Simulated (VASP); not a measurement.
Here is a VASP 6.6.1 calculation.

INCAR

```
SYSTEM = CaSn3N2
PREC = Accurate
ENCUT = 520
EDIFF = 1E-6
ISMEAR = 0
SIGMA = 0.1
LREAL = .False.
LASPH = .True.
NELM = 80
ALGO = Normal
ISIF = 2
LWAVE = .False.
LCHARG = .True.
GGA = PE
LELF = .True.
LVHAR = .True.
NBANDS = 40
```

Contents of KPOINTS:

```
Automatic mesh
0
Gamma
  3 3 6
  0 0 0
```

The input POSCAR:

```
CaSn3N2
1.0
    6.4593989600      0.0000000000      0.0000000000
   -3.2296994800      5.5940035900      0.0000000000
    0.0000000000      0.0000000000      3.6212984200
Ca Sn N
1 3 2
Direct
    0.0000000000      0.0000000000      0.5000000000
    0.0000000000      0.5000000000      0.0000000000
    0.5000000000      0.0000000000      0.0000000000
    0.5000000000      0.5000000000      0.0000000000
    0.3333333300      0.6666666700      0.5000000000
    0.6666666700      0.3333333300      0.5000000000
```

Potentials or basis: VASP PAW PBE potentials, release 64 (Ca_sv, Sn_d, N).

Launch:

```console
$ cat potpaw_PBE.64/Ca_sv/POTCAR potpaw_PBE.64/Sn_d/POTCAR potpaw_PBE.64/N/POTCAR > POTCAR
$ mpirun -np 1 vasp_std > vasp.out
```

(1) Predict the band gap on the k mesh.

(2) Estimate the pressure.

Results:

(1) zero (bands 31 and 32 overlap by 1.30 eV).

(2) -5.5 GPa.

Caveat: the k points lie up to 0.37 Å⁻¹ apart, too coarse for converged energies and pressures of a metal; spin-orbit coupling is left out, which moves the levels of the heavy elements.
